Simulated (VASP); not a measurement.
Write the native input for VASP 6.6.1 that does the following.

```yaml
Task: single point
Functional: RPBE
Dispersion: D4
Potentials_or_basis: VASP PAW PBE potentials, release 64 (Co, Pd, O)
Cutoff: 520 eV
k_mesh: 10 × 10 × 10
Occupations: gaussian, width 0.05 eV
Spin: collinear spin, zero start
Starting_moments: "[0.0, 0.0, 0.0, 0.0] μB"
Hubbard_terms: Co d U = 3.3 eV
Dipole_correction: no
Further_INCAR_settings: ALGO = Normal; EDIFF = 1e-06; NBANDS = 28
```

The structure of CoPdO2 lies in POSCAR:

```
CoPdO2
1.0
    1.4073616040      0.8125406009      5.9181721050
   -1.4073616040      0.8125406009      5.9181721050
    0.0000000000     -1.6250812018      5.9181721050
Co Pd O
1 1 2
Direct
    0.5000000000      0.5000000000      0.5000000000
    0.0000000000      0.0000000000      0.0000000000
    0.1115696140      0.1115696140      0.1115696140
    0.8884303860      0.8884303860      0.8884303860
```

This cell differs from its parent crystal: volume scaled by 0.98.

One way to write it, as run:

INCAR

```
SYSTEM = CoPdO2
PREC = Accurate ; ENCUT = 520
EDIFF = 1E-6 ; ISMEAR = 0
SIGMA = 0.05 ; LREAL = .FALSE.
LASPH = .TRUE. ; NELM = 150
ALGO = Normal ; ISIF = 2
LWAVE = .FALSE. ; LCHARG = .FALSE.
ISPIN = 2 ; MAGMOM = 0 0 0 0
LORBIT = 11 ; LMAXMIX = 4
LDAU = .TRUE. ; LDAUTYPE = 2
LDAUL = 2 -1 -1 ; LDAUU = 3.3 0 0
LDAUJ = 0 0 0 ; LDAUPRINT = 1
GGA = RP ; IVDW = 13
NBANDS = 28
```

KPOINTS

```
regular mesh
0
G
  10 10 10
  0 0 0
```

Potentials or basis: VASP PAW PBE potentials, release 64 (Co, Pd, O).

Command:

```console
$ cat potpaw_PBE.64/Co/POTCAR potpaw_PBE.64/Pd/POTCAR potpaw_PBE.64/O/POTCAR > POTCAR
$ mpirun -np 1 vasp_std > vasp.out
```

Results of the run:

```json
{
  "Pressure": "2.7 GPa",
  "Largest force": "0.125 eV/Å",
  "Net moment": "0.00 μB per cell",
  "Valence electrons inside the program's atomic spheres": "Co 8.48; Pd 9.45; O 5.04",
  "Dispersion energy per atom": "-0.669 eV"
}
```

Caveat: the PAW data sets were made with another functional, which shifts forces and pressure a little; pairwise dispersion overbinds metals, which lowers pressure and volume.

Wall time 23 min on 1 thread of Oxide Virtual Turin-like Processor, with other jobs on the host, peak memory 0.52 GiB.
